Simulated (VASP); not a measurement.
# K (Fm-3m) in VASP: further runs

Runs on K. Level: PBE. Tasks: single point.

All numbers are computed with VASP 6.6.1; they aren't measurements. Logs are shortened: lines on timing, memory, paths and dates and some standing lists are left out, and cuts for length are marked.

### Step 1. The cell of the first run

It takes space group Fm-3m (No. 225, cubic). The conventional cell has a = 5.048 Å, b = 5.048 Å, c = 5.048 Å, α = 90.00°, β = 90.00°, γ = 90.00°. Within 4.7 Å of K (site symmetry m-3m) lie 12 K at 3.57 Å.

This isn't the form of K at room conditions, which is bcc.

### Step 2. Single point, PBE

File INCAR:

```
  PREC = Accurate
  ENCUT = 500
  EDIFF = 1E-6
  ISMEAR = -1
  SIGMA = 0.1
  LREAL = False
  LASPH = True
  NELM = 120
  ALGO = Normal
  ISIF = 2
  LWAVE = False
  LCHARG = False
  GGA = PE
  NBANDS = 10
  GGA_COMPAT = False
```

File KPOINTS:

```
Automatic mesh
0
Gamma
  3 3 3
```

File POSCAR:

```
K
1.0
    0.0000000000      2.5240000000      2.5240000000
    2.5240000000      0.0000000000      2.5240000000
    2.5240000000      2.5240000000      0.0000000000
K
1
Direct
    0.0000000000      0.0000000000      0.0000000000
```

Potentials or basis: VASP PAW PBE potentials, release 64 (K_sv).

Run with:

```console
$ cat potpaw_PBE.64/K_sv/POTCAR > POTCAR
$ mpirun -np 1 vasp_std > vasp.out
```

OUTCAR:

```text
PREC = Accurate
   ENCUT = 500
   EDIFF = 1E-6
   ISMEAR = -1
   LREAL = False
   LASPH = True
   NELM = 120
   ISIF = 2
   GGA = PE

 ion  position               nearest neighbor table
   1  0.000  0.000  0.000-

  LATTYP: Found a face centered cubic cell.
 ALAT       =     5.0480000000

  Lattice vectors:

 A1 = (   0.0000000000,   2.5240000000,   2.5240000000)
 A2 = (   2.5240000000,   0.0000000000,   2.5240000000)
 A3 = (   2.5240000000,   2.5240000000,   0.0000000000)

Analysis of symmetry for initial positions (statically):
=====================================================================
 Subroutine PRICEL returns:
 Original cell was already a primitive cell.

 Routine SETGRP: Setting up the symmetry group for a
 face centered cubic supercell.

 Subroutine GETGRP returns: Found 48 space group operations
 (whereof 48 operations were pure point group operations)
 out of a pool of 48 trial point group operations.

The static configuration has the point symmetry O_h .

Analysis of symmetry for dynamics (positions and initial velocities):
=====================================================================
 Subroutine PRICEL returns:
 Original cell was already a primitive cell.

 Routine SETGRP: Setting up the symmetry group for a
 face centered cubic supercell.

 Subroutine GETGRP returns: Found 48 space group operations
 (whereof 48 operations were pure point group operations)
 out of a pool of 48 trial point group operations.

The dynamic configuration has the point symmetry O_h .

 Subroutine INISYM returns: Found 48 space group operations
 (whereof 48 operations are pure point group operations),
 and found     1 'primitive' translations

----------------------------------------------------------------------------------------

                                     Primitive cell

  volume of cell :      32.1587

  direct lattice vectors                    reciprocal lattice vectors
     0.000000000  2.524000000  2.524000000    -0.198098257  0.198098257  0.198098257
     2.524000000  0.000000000  2.524000000     0.198098257 -0.198098257  0.198098257
     2.524000000  2.524000000  0.000000000     0.198098257  0.198098257 -0.198098257

  length of vectors
     3.569475031  3.569475031  3.569475031     0.343116246  0.343116246  0.343116246
[... 58 lines left out ...]
   EDIFF  = 0.1E-05   stopping-criterion for ELM
   LREAL  =      F    real-space projection
   EDIFFG = 0.1E-04   stopping-criterion for IOM
   NSW    =      0    number of steps for IOM
   IBRION =     -1    ionic relax: 0-MD 1-quasi-New 2-CG
   NFREE  =      0    steps in history (QN), initial steepest desc. (CG)
   ISIF   =      2    stress and relaxation
   ISYM   =      2    0-nonsym 1-usesym 2-fastsym
   POTIM  = 0.5000    time-step for ionic-motion
   TEBEG  =    0.0;   TEEND  =   0.0 temperature during run
   PSTRESS=    0.0 pullay stress
   NELECT =       9.0000    total number of electrons
   NUPDOWN=      -1.0000    fix difference up-down
   EMIN   =  10.00;   EMAX   =-10.00  energy-range for DOS
   EFERMI =   0.00;   METHOD = LEGACY
   ISMEAR =    -1;   SIGMA  =   0.10  broadening in eV -4-tet -1-fermi 0-gaus
   EFERMI_NEDOS =   21; number of points for ismear=-14 and -15
   IALGO  =     38    algorithm
   IMIX   =      4    mixing-type and parameters
     AMIX     =   0.40;   BMIX     =  1.00
     AMIX_MAG =   1.60;   BMIX_MAG =  1.00
  volume/ion in A,a.u.               =      32.16       217.02
  Fermi-wavevector in a.u.,A,eV,Ry     =   1.070836  2.023587 15.601663  1.146690
  Thomas-Fermi vector in A             =   2.206558
   LORBIT       =      0    0 simple, 1 ext, 2 COOP (PROOUT), +10 PAW based schemes
   GGA     = PE    functional components
   LHFCALC =     F    Hartree Fock is set to
   AEXX    =    0.0000 exact exchange contribution
   IVDW    =     0    specifies the selected vdW correction
   LEPSILON=     F    determine dielectric tensor
   LRPA    =     F    only Hartree local field effects (RPA)
 non-spin polarized calculation
  energy-cutoff  :      500.00
  volume of cell :       32.16
 maximum number of plane-waves:       869
 NGX is ok and might be reduce to    28
   NGX = 13   NGY = 13   NGZ = 13

 number of electron       9.0000001 magnetization

 Free energy of the ion-electron system (eV)
  ---------------------------------------------------
  ext. energy  EPLUGINS =         0.00000000
  ---------------------------------------------------
  free energy    TOTEN  =        -0.27338393 eV

  energy without entropy =       -0.24705156  energy(sigma->0) =       -0.26021774

 E-fermi :   2.2070     XC(G=0):  -8.1342

 val. band max:        2.0941095885   @ k =   0.3333   0.3333   0.0000
 cond. band min:       3.7666898973   @ k =  -0.3333   0.3333   0.0000
 fundamental gap:      1.6725803088
 Fermi energy:         2.2069972731

 k-point     1 :       0.0000    0.0000    0.0000
  band No.  band energies     occupation
      1     -29.5668      2.00000
      2     -12.6476      2.00000
      3     -12.6476      2.00000
      4     -12.6476      2.00000
      5      -0.5942      2.00000
      6       7.3213      0.00000
      7       7.3213      0.00000
      8       7.3213      0.00000
      9       9.4890      0.00000
     10       9.4890      0.00000
[... 27 lines left out ...]
 k-point     4 :      -0.3333    0.3333    0.0000
  band No.  band energies     occupation
      1     -29.4056      2.00000
      2     -13.2323      2.00000
      3     -13.2166      2.00000
      4     -12.8341      2.00000
      5       3.7667      0.00000
      6       4.3263      0.00000
      7       5.3474      0.00000
      8       8.3617      0.00000
      9      10.2321      0.00000
     10      10.6305      0.00000

------------------------ aborting loop because EDIFF is reached ----------------------------------------

  FORCE on cell =-STRESS in cart. coord.  units (eV):
  Direction    XX          YY          ZZ          XY          YZ          ZX
  --------------------------------------------------------------------------------------
  -------------------------------------------------------------------------------------
  Total        2.5607911      2.5607911      2.5607911      0.0000000      0.0000000      0.0000000
  in kB      127.5811994    127.5811994    127.5811994      0.0000000      0.0000000      0.0000000
  external PRESSURE =     127.5811994 kB  Pullay stress =       0.0000000 kB

 VOLUME and BASIS-vectors are now :
 -----------------------------------------------------------------------------
  energy-cutoff  :      500.00
  volume of cell :       32.16
      direct lattice vectors                 reciprocal lattice vectors
     0.000000000  2.524000000  2.524000000    -0.198098257  0.198098257  0.198098257
     2.524000000  0.000000000  2.524000000     0.198098257 -0.198098257  0.198098257
     2.524000000  2.524000000  0.000000000     0.198098257  0.198098257 -0.198098257

 POSITION                                       TOTAL-FORCE (eV/Angst)
 -----------------------------------------------------------------------------------
      0.00000      0.00000      0.00000         0.000000     -0.000000      0.000000
 -----------------------------------------------------------------------------------
    total drift:                               -0.000000     -0.000000     -0.000000

  FREE ENERGIE OF THE ION-ELECTRON SYSTEM (eV)
  ---------------------------------------------------
  free  energy   TOTEN  =        -0.2733839316 eV

  energy  without entropy=       -0.2470515580  energy(sigma->0) =       -0.26021774
```

Wall time 3.9 s (1 thread of Intel Xeon Platinum 8375C at 2.90GHz (Ice Lake), shared host); peak memory 0.14 GiB.

What came out:

| Item | Value |
| --- | --- |
| Free energy | -0.2734 eV |
| Pressure | 12.8 GPa |
| Band gap on the k mesh | zero (an odd number of electrons rules out a gap without spin polarisation) |

Caveat: the k points lie up to 0.72 Å⁻¹ apart, too coarse for converged energies and pressures of a metal.

### Step 3. Single point, PBE

File INCAR:

```
SYSTEM = K
PREC = Accurate ; ENCUT = 500
EDIFF = 1E-6 ; ISMEAR = -1
SIGMA = 0.1 ; LREAL = .False.
LASPH = .True. ; NELM = 120
ALGO = Normal ; ISIF = 2
LWAVE = .False. ; LCHARG = .False.
GGA = PE ; NBANDS = 10
GGA_COMPAT = .False.
```

File KPOINTS:

```
Automatic mesh
0
Gamma
  9 9 9
  0 0 0
```

POSCAR is that of step 2.

Potentials or basis: VASP PAW PBE potentials, release 64 (K_sv).

Run with:

```console
$ cat potpaw_PBE.64/K_sv/POTCAR > POTCAR
$ mpirun -np 1 vasp_std > vasp.out
```

Run time: 12 s. Hardware: 1 thread of Intel Xeon Platinum 8375C at 2.90GHz (Ice Lake), shared host; peak memory 0.15 GiB.

It converged, with:

| Quantity | Value |
| --- | --- |
| Free energy | -0.1478 eV |
| Pressure | 13.1 GPa |
| Band gap on the k mesh | zero (an odd number of electrons rules out a gap without spin polarisation) |

Levels at points of the mesh, in eV from the Fermi level:
| k point | band 3 | band 4 | band 5 | band 6 | band 7 | band 8 |
| --- | --- | --- | --- | --- | --- | --- |
| (0.00, 0.00, 0.00) | -15.42 | -15.42 | -3.37 | 4.55 | 4.55 | 4.55 |

Caveat: the cell stands under pressure.

The gap in the log of VASP goes by the Fermi energy; the results here count the filled bands.